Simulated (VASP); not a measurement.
# Ge in VASP: settings compared

The runs below take Ge through single point, with PBE, r2SCAN.

Program: VASP 6.6.1. These are calculated values, not measurements. Logs are shortened: lines on timing, memory, paths and dates and some standing lists are left out, and cuts for length are marked.

### 1 The cell of the first run

It takes space group R-3m (No. 166, trigonal). Conventional cell: a = 3.892 Å, b = 3.892 Å, c = 9.931 Å, α = 90.00°, β = 90.00°, γ = 120.00°. Within 3.2 Å of Ge (site symmetry 3m) lie 4 Ge at 2.41 to 2.45 Å.

### 2 Single point, PBE (epitaxial 111 strain -3.0%)

The input, INCAR:

```
SYSTEM = Ge
  ALGO = Normal
  EDIFF = 1E-6
  ENCUT = 520
  GGA = PE
  ISIF = 2
  ISMEAR = -1
  LASPH = .TRUE.
  LCHARG = .FALSE.
  LREAL = .FALSE.
  LWAVE = .FALSE.
  NBANDS = 21
  NELM = 100
  PREC = Accurate
  SIGMA = 0.02
```

The input, KPOINTS:

```
k-points
0
G
  8 8 8
  0 0 0
```

The input, POSCAR:

```
Ge
1.0
    0.0766219577      2.8283892642      2.8283892642
    2.8283892642      0.0766219577      2.8283892642
    2.8283892642      2.8283892642      0.0766219577
Ge
2
Direct
    0.0017094592      0.0017094592      0.0017094592
    0.2482905408      0.2482905408      0.2482905408
```

Potentials or basis: VASP PAW PBE potentials, release 64 (Ge_d).

On the command line:

```
$ cat potpaw_PBE.64/Ge_d/POTCAR > POTCAR
$ mpirun -np 1 vasp_std > vasp.out
```

OUTCAR:

```text
SYSTEM = Ge
   EDIFF = 1E-6
   ENCUT = 520
   GGA = PE
   ISIF = 2
   ISMEAR = -1
   LASPH = .TRUE.
   LREAL = .FALSE.
   NELM = 100
   PREC = Accurate

 ion  position               nearest neighbor table
   1  0.002  0.002  0.002-   2 2.41   2 2.41   2 2.41   2 2.45
   2  0.248  0.248  0.248-   1 2.41   1 2.41   1 2.41   1 2.45

  LATTYP: Found a trigonal (rhomboedric) cell.
 ALAT       =     4.0006802652
 COS(alpha) =     0.5268969746

  Lattice vectors:

 A1 = (   0.0766219577,   2.8283892642,   2.8283892642)
 A2 = (   2.8283892642,   0.0766219577,   2.8283892642)
 A3 = (   2.8283892642,   2.8283892642,   0.0766219577)

Analysis of symmetry for initial positions (statically):
=====================================================================
 Subroutine PRICEL returns:
 Original cell was already a primitive cell.

 Routine SETGRP: Setting up the symmetry group for a
 trigonal (rhombohedral) supercell.

 Subroutine GETGRP returns: Found 12 space group operations
 (whereof  6 operations were pure point group operations)
 out of a pool of 12 trial point group operations.

The static configuration has the point symmetry C_3v.
 The point group associated with its full space group is D_3d.

Analysis of symmetry for dynamics (positions and initial velocities):
=====================================================================
 Subroutine PRICEL returns:
 Original cell was already a primitive cell.

 Routine SETGRP: Setting up the symmetry group for a
 trigonal (rhombohedral) supercell.

 Subroutine GETGRP returns: Found 12 space group operations
 (whereof  6 operations were pure point group operations)
 out of a pool of 12 trial point group operations.

The dynamic configuration has the point symmetry C_3v.
 The point group associated with its full space group is D_3d.

 Subroutine INISYM returns: Found 12 space group operations
 (whereof  6 operations are pure point group operations),
 and found     1 'primitive' translations

----------------------------------------------------------------------------------------

                                     Primitive cell

  volume of cell :      43.4146

  direct lattice vectors                    reciprocal lattice vectors
     0.076621958  2.828389264  2.828389264    -0.184129693  0.179273127  0.179273127
     2.828389264  0.076621958  2.828389264     0.179273127 -0.184129693  0.179273127
     2.828389264  2.828389264  0.076621958     0.179273127  0.179273127 -0.184129693

  length of vectors
     4.000680265  4.000680265  4.000680265     0.313339197  0.313339197  0.313339197

  position of ions in fractional coordinates (direct lattice)
     0.001709459  0.001709459  0.001709459
     0.248290541  0.248290541  0.248290541

  ion indices of the primitive-cell ions
   primitive index   ion index
                 1           1
                 2           2

----------------------------------------------------------------------------------------

 KPOINTS: k-points

Automatic generation of k-mesh.
 Grid dimensions read from file:
 generate k-points for:    8    8    8

 Generating k-lattice:

  Cartesian coordinates                     Fractional coordinates (reciprocal lattice)
    -0.023016212  0.022409141  0.022409141     0.125000000  0.000000000  0.000000000
     0.022409141 -0.023016212  0.022409141     0.000000000  0.125000000  0.000000000
     0.022409141  0.022409141 -0.023016212     0.000000000  0.000000000  0.125000000

  Length of vectors
     0.039167400  0.039167400  0.039167400

  Shift w.r.t. Gamma in fractional coordinates (k-lattice)
     0.000000000  0.000000000  0.000000000

 Subroutine IBZKPT returns following result:
 ===========================================

 Found     65 irreducible k-points:

 Following reciprocal coordinates:
            Coordinates               Weight
  0.000000  0.000000  0.000000      1.000000
  0.125000  0.000000 -0.000000      6.000000
  0.250000  0.000000 -0.000000      6.000000
  0.375000  0.000000  0.000000      6.000000
  0.500000  0.000000 -0.000000      3.000000
  0.125000  0.125000 -0.000000      6.000000
[... 16 lines left out ...]
  0.250000  0.125000  0.125000      6.000000
  0.375000  0.125000  0.125000      6.000000
 [... further k-points ...]
   k-points           NKPTS =     65   k-points in BZ     NKDIM =     65   number of bands    NBANDS=     21
   number of dos      NEDOS =    301   number of ions     NIONS =      2
   total plane-waves  NPLWV =  27000
   dimension x,y,z NGX =    30 NGY =   30 NGZ =   30
   dimension x,y,z NGXF=    60 NGYF=   60 NGZF=   60
   ions per type =               2
   NGX,Y,Z   is equivalent  to a cutoff of  12.47, 12.47, 12.47 a.u.
   NGXF,Y,Z  is equivalent  to a cutoff of  24.93, 24.93, 24.93 a.u.
 SYSTEM =  Ge
   PREC   = accura    normal or accurate (medium, high low for compatibility)
   ISTART =      0    job   : 0-new  1-cont  2-samecut
   ICHARG =      2    charge: 1-file 2-atom 10-const
   ISPIN  =      1    spin polarized calculation?
   LNONCOLLINEAR =      F non collinear calculations
   LSORBIT =      F    spin-orbit coupling
   LASPH  =      T    aspherical Exc in radial PAW
   ENCUT  =  520.0 eV  38.22 Ry    6.18 a.u.   7.44  7.44  7.44*2*pi/ulx,y,z
   NELM   =    100;   NELMIN=  2; NELMDL= -5     # of ELM steps
   EDIFF  = 0.1E-05   stopping-criterion for ELM
   LREAL  =      F    real-space projection
   EDIFFG = 0.1E-04   stopping-criterion for IOM
   NSW    =      0    number of steps for IOM
   IBRION =     -1    ionic relax: 0-MD 1-quasi-New 2-CG
   NFREE  =      0    steps in history (QN), initial steepest desc. (CG)
   ISIF   =      2    stress and relaxation
   ISYM   =      2    0-nonsym 1-usesym 2-fastsym
   POTIM  = 0.5000    time-step for ionic-motion
   TEBEG  =    0.0;   TEEND  =   0.0 temperature during run
   PSTRESS=    0.0 pullay stress
   NELECT =      28.0000    total number of electrons
   NUPDOWN=      -1.0000    fix difference up-down
   EMIN   =  10.00;   EMAX   =-10.00  energy-range for DOS
   EFERMI =   0.00;   METHOD = LEGACY
   ISMEAR =    -1;   SIGMA  =   0.02  broadening in eV -4-tet -1-fermi 0-gaus
   EFERMI_NEDOS =   21; number of points for ismear=-14 and -15
   IALGO  =     38    algorithm
   IMIX   =      4    mixing-type and parameters
     AMIX     =   0.40;   BMIX     =  1.00
     AMIX_MAG =   1.60;   BMIX_MAG =  1.00
  volume/ion in A,a.u.               =      21.71       146.49
  Fermi-wavevector in a.u.,A,eV,Ry     =   1.414433  2.672890 27.220084  2.000620
  Thomas-Fermi vector in A             =   2.535975
   LORBIT       =      0    0 simple, 1 ext, 2 COOP (PROOUT), +10 PAW based schemes
   GGA     = PE    functional components
   LHFCALC =     F    Hartree Fock is set to
   AEXX    =    0.0000 exact exchange contribution
   IVDW    =     0    specifies the selected vdW correction
   LEPSILON=     F    determine dielectric tensor
   LRPA    =     F    only Hartree local field effects (RPA)
 non-spin polarized calculation
  energy-cutoff  :      520.00
  volume of cell :       43.41
 maximum number of plane-waves:      1189
 NGX is ok and might be reduce to    30
   NGX = 15   NGY = 15   NGZ = 15

 number of electron      27.9999994 magnetization

 Free energy of the ion-electron system (eV)
  ---------------------------------------------------
  ext. energy  EPLUGINS =         0.00000000
  ---------------------------------------------------
  free energy    TOTEN  =        -8.91765853 eV

  energy without entropy =       -8.91741043  energy(sigma->0) =       -8.91753448

 E-fermi :   5.5535     XC(G=0): -10.1266

 val. band max:        5.5475644660   @ k =   0.0000   0.0000   0.0000
 cond. band min:       5.5720406940   @ k =   0.5000   0.0000  -0.0000
 fundamental gap:      0.0244762281
 Fermi energy:         5.5534926175

 k-point     1 :       0.0000    0.0000    0.0000
  band No.  band energies     occupation
      1     -19.4777      2.00000
      2     -19.4777      2.00000
      3     -19.4430      2.00000
      4     -19.4264      2.00000
      5     -19.4264      2.00000
      6     -19.2191      2.00000
[... 13 lines left out ...]
     20      15.0206      0.00000
     21      15.0206      0.00000

 k-point     2 :       0.1250    0.0000   -0.0000
  band No.  band energies     occupation
      1     -19.4843      2.00000
      2     -19.4757      2.00000
      3     -19.4551      2.00000
      4     -19.4141      2.00000
      5     -19.4101      2.00000
      6     -19.2229      2.00000
[... 13 lines left out ...]
     20      13.9424      0.00000
     21      14.1387      0.00000

 k-point     3 :       0.2500    0.0000   -0.0000
  band No.  band energies     occupation
      1     -19.4925      2.00000
      2     -19.4768      2.00000
      3     -19.4576      2.00000
      4     -19.3930      2.00000
      5     -19.3920      2.00000
      6     -19.2275      2.00000
[... 13 lines left out ...]
     20      13.6409      0.00000
     21      14.0284      0.00000

 k-point     4 :       0.3750    0.0000    0.0000
  band No.  band energies     occupation
      1     -19.4959      2.00000
      2     -19.4802      2.00000
      3     -19.4502      2.00000
      4     -19.3860      2.00000
      5     -19.3754      2.00000
      6     -19.2337      2.00000
[... 13 lines left out ...]
     20      14.9990      0.00000
     21      15.4366      0.00000

 k-point     5 :       0.5000    0.0000   -0.0000
  band No.  band energies     occupation
      1     -19.4965      2.00000
      2     -19.4809      2.00000
      3     -19.4464      2.00000
      4     -19.3852      2.00000
      5     -19.3697      2.00000
      6     -19.2384      2.00000
[... 13 lines left out ...]
     20      16.6960      0.00000
     21      17.0136      0.00000

 k-point     6 :       0.1250    0.1250   -0.0000
  band No.  band energies     occupation
      1     -19.4830      2.00000
      2     -19.4822      2.00000
      3     -19.4557      2.00000
      4     -19.4164      2.00000
      5     -19.3988      2.00000
      6     -19.2350      2.00000
[... 13 lines left out ...]
     20      13.2569      0.00000
     21      15.2878      0.00000

 k-point     7 :       0.2500    0.1250   -0.0000
  band No.  band energies     occupation
      1     -19.4960      2.00000
      2     -19.4775      2.00000
      3     -19.4604      2.00000
      4     -19.4005      2.00000
      5     -19.3763      2.00000
      6     -19.2550      2.00000
[... 13 lines left out ...]
     20      14.6266      0.00000
     21      14.9906      0.00000
[... 291 lines left out ...]
      1     -19.5252      2.00000
      2     -19.4974      2.00000
      3     -19.4058      2.00000
      4     -19.3441      2.00000
      5     -19.3090      2.00000
      6     -19.2919      2.00000
[... 13 lines left out ...]
     20      15.3206      0.00000
     21      19.3330      0.00000

 k-point    21 :       0.5000    0.5000   -0.0000
  band No.  band energies     occupation
      1     -19.5103      2.00000
      2     -19.4960      2.00000
      3     -19.4120      2.00000
      4     -19.4076      2.00000
      5     -19.2985      2.00000
      6     -19.2959      2.00000
[... 13 lines left out ...]
     20      17.5744      0.00000
     21      18.4018      0.00000

 k-point    22 :       0.1250    0.1250    0.1250
  band No.  band energies     occupation
      1     -19.4855      2.00000
      2     -19.4855      2.00000
      3     -19.4437      2.00000
      4     -19.4161      2.00000
      5     -19.4161      2.00000
      6     -19.2186      2.00000
[... 13 lines left out ...]
     20      14.1815      0.00000
     21      14.1815      0.00000

 k-point    23 :       0.2500    0.1250    0.1250
  band No.  band energies     occupation
      1     -19.4957      2.00000
      2     -19.4860      2.00000
      3     -19.4481      2.00000
      4     -19.4059      2.00000
      5     -19.3958      2.00000
      6     -19.2260      2.00000
[... 13 lines left out ...]
     20      13.7990      0.00000
     21      14.2135      0.00000

 k-point    24 :       0.3750    0.1250    0.1250
  band No.  band energies     occupation
      1     -19.5022      2.00000
      2     -19.4934      2.00000
      3     -19.4377      2.00000
      4     -19.3942      2.00000
      5     -19.3711      2.00000
      6     -19.2419      2.00000
[... 13 lines left out ...]
     20      14.1400      0.00000
     21      15.6799      0.00000

 [... further k-points ...]
[... 5 lines left out ...]
  --------------------------------------------------------------------------------------
  -------------------------------------------------------------------------------------
  Total        1.9217370      1.9217370      1.9217370     -0.5151952     -0.5151952     -0.5151952
  in kB       70.9200198     70.9200198     70.9200198    -19.0128268    -19.0128268    -19.0128268
  external PRESSURE =      70.9200198 kB  Pullay stress =       0.0000000 kB

 VOLUME and BASIS-vectors are now :
 -----------------------------------------------------------------------------
  energy-cutoff  :      520.00
  volume of cell :       43.41
      direct lattice vectors                 reciprocal lattice vectors
     0.076621958  2.828389264  2.828389264    -0.184129693  0.179273127  0.179273127
     2.828389264  0.076621958  2.828389264     0.179273127 -0.184129693  0.179273127
     2.828389264  2.828389264  0.076621958     0.179273127  0.179273127 -0.184129693

 POSITION                                       TOTAL-FORCE (eV/Angst)
 -----------------------------------------------------------------------------------
      0.00980      0.00980      0.00980         0.034715      0.034715      0.034715
      1.42355      1.42355      1.42355        -0.034715     -0.034715     -0.034715
 -----------------------------------------------------------------------------------
    total drift:                                0.000000      0.000000      0.000000

  FREE ENERGIE OF THE ION-ELECTRON SYSTEM (eV)
  ---------------------------------------------------
  free  energy   TOTEN  =        -8.9176585252 eV

  energy  without entropy=       -8.9174104337  energy(sigma->0) =       -8.91753448
```

Run time: 56 s. Hardware: 1 thread of Intel Xeon Platinum 8375C at 2.90GHz (Ice Lake), shared host; peak memory 0.19 GiB.

What came out:

```
Free energy            : -8.9177 eV
Pressure               : 7.1 GPa
Largest force          : 0.060 eV/Å
Band gap on the k mesh : 0.02 eV, indirect (least direct gap 0.17 eV)
```

Forces in eV/Å, atoms in the order of the input:
```
Ge   0.035  0.035  0.035
Ge  -0.035 -0.035 -0.035
```

Stress tensor (GPa, compression positive):
```
 7.09 -1.90 -1.90
-1.90  7.09 -1.90
-1.90 -1.90  7.09
```

Caveat: the cell differs from its parent crystal (epitaxial 111 strain -3.0%). A k mesh can miss the band edges.

### 3 Single point, r2SCAN (epitaxial xy strain +1.0%)

The input, POSCAR:

```
Ge
1.0
    0.0000000000      2.8652422469      2.8170545337
    2.8652422469      0.0000000000      2.8170545337
    2.8652422469      2.8652422469      0.0000000000
Ge
2
Direct
    0.0000000000      0.0000000000      0.0000000000
    0.2500000000      0.2500000000      0.2500000000
```

The input, INCAR.step1:

```
  PREC = Accurate
  ENCUT = 520
  ISMEAR = -1
  SIGMA = 0.02
  LREAL = False
  LASPH = True
  NELM = 100
  NBANDS = 21
  GGA = PE
  ALGO = Normal
  EDIFF = 1E-4
  LWAVE = True
  LCHARG = False
```

The input, INCAR.step2:

```
  PREC = Accurate
  ENCUT = 520
  EDIFF = 1E-7
  ISMEAR = -1
  SIGMA = 0.02
  LREAL = False
  LASPH = True
  NELM = 100
  ALGO = Normal
  ISIF = 2
  LWAVE = False
  LCHARG = False
  METAGGA = R2SCAN
  LMIXTAU = True
  NBANDS = 21
  ISTART = 1
```

The input, KPOINTS:

```
regular mesh
0
Gamma
  8 8 8
```

Potentials or basis: VASP PAW PBE potentials, release 64 (Ge_d).

On the command line:

```
$ cat potpaw_PBE.64/Ge_d/POTCAR > POTCAR
$ cp INCAR.step1 INCAR
$ mpirun -np 1 vasp_std > vasp.out
$ cp INCAR.step2 INCAR
$ mpirun -np 1 vasp_std > vasp.out
```

Wall time 3.8 min (1 thread of Intel Xeon Platinum 8375C at 2.90GHz (Ice Lake), shared host); peak memory 0.19 GiB.

The run converged. Its results:

- Free energy: -27.7324 eV
- Pressure: -0.9 GPa
- Band gap on the k mesh: 0.11 eV, direct

Stress tensor (GPa, compression positive):
```
-1.31  0.00  0.00
 0.00 -1.31  0.00
 0.00  0.00  0.04
```

Levels at points of the mesh, in eV from the valence-band top:
```tsv
k point	band 11	band 12	band 13	band 14	band 15	band 16	band 17	band 18
(0.00, 0.00, 0.00)	-13.23	-0.13	-0.13	0.00	0.11	2.55	2.65	2.65
(0.50, 0.00, 0.00)	-11.09	-7.86	-1.62	-1.46	0.28	3.85	3.95	7.55
(0.50, 0.50, 0.00)	-9.17	-9.17	-3.32	-3.32	0.81	0.81	9.84	9.84
(0.50, 0.00, 0.50)	-9.25	-9.25	-3.20	-3.20	0.96	0.96	9.81	9.81
```

Caveat: the cell differs from its parent crystal (epitaxial xy strain +1.0%); the PAW data sets were made with another functional, which shifts forces and pressure a little.

### 4 Single point, PBE (shear xy strain +4.0%)

The input, INCAR:

```
PREC     = Accurate       # precision mode
ENCUT    = 520            # plane-wave cutoff, eV
EDIFF    = 1E-6           # SCF threshold, eV
ISMEAR   = -1             # smearing method
SIGMA    = 0.02           # smearing width, eV
LREAL    = F              # projectors in reciprocal space
LASPH    = T              # aspherical terms in the spheres
NELM     = 80             # most SCF steps
ALGO     = Normal         # electronic algorithm
ISIF     = 2              # what is computed and relaxed
LWAVE    = F              # write WAVECAR
LCHARG   = F              # write CHGCAR
GGA      = PE             # functional
NBANDS   = 21             # bands
```

The input, KPOINTS:

```
Automatic mesh
0
Gamma
  8 8 8
```

The input, POSCAR:

```
Ge
1.0
    0.0567374702      2.8368735118      2.8368735118
    2.8368735118      0.0567374702      2.8368735118
    2.8936109821      2.8936109821      0.0000000001
Ge
2
Direct
    0.0024595096      0.0024595096     -0.0024595096
    0.2475404904      0.2475404904      0.2524595096
```

On the command line:

```
$ cat potpaw_PBE.64/Ge_d/POTCAR > POTCAR
$ mpirun -np 1 vasp_std > vasp.out
```

Wall time 87 s (1 thread of Intel Xeon Platinum 8375C at 2.90GHz (Ice Lake), shared host); peak memory 0.21 GiB.

It converged, with:

```yaml
Free_energy: -8.9935 eV
Pressure: 3.1 GPa
Largest_force: 0.051 eV/Å
Band_gap_on_the_k_mesh: zero (band 14 reaches 4.90 eV, above the bottom of band 15 at 4.87 eV)
```

Forces on the atoms (eV/Å):
```
Ge   0.000  0.000  0.051
Ge   0.000  0.000 -0.051
```

Stress tensor (GPa, compression positive):
```
 3.13 -2.44  0.00
-2.44  3.13  0.00
 0.00  0.00  2.99
```

Levels at points of the mesh, in eV from the Fermi level:
| k point | band 11 | band 12 | band 13 | band 14 | band 15 | band 16 | band 17 | band 18 |
| --- | --- | --- | --- | --- | --- | --- | --- | --- |
| (0.00, 0.00, 0.00) | -12.66 | -0.10 | -0.05 | 0.03 | 0.22 | 2.40 | 2.66 | 2.81 |
| (0.50, 0.00, 0.00) | -10.49 | -7.50 | -1.49 | -1.40 | 0.00 | 3.65 | 3.77 | 7.06 |
| (0.50, 0.50, 0.00) | -8.91 | -8.71 | -3.22 | -2.75 | 0.51 | 1.13 | 9.39 | 9.62 |
| (0.00, 0.00, 0.50) | -10.69 | -7.53 | -1.30 | -1.17 | 0.41 | 3.82 | 3.95 | 7.30 |
| (0.50, 0.00, 0.50) | -8.80 | -8.80 | -3.00 | -3.00 | 0.81 | 0.81 | 9.39 | 9.39 |

Caveat: the cell differs from its parent crystal (shear xy strain +4.0%).

(Continued in part 2 of 2.)
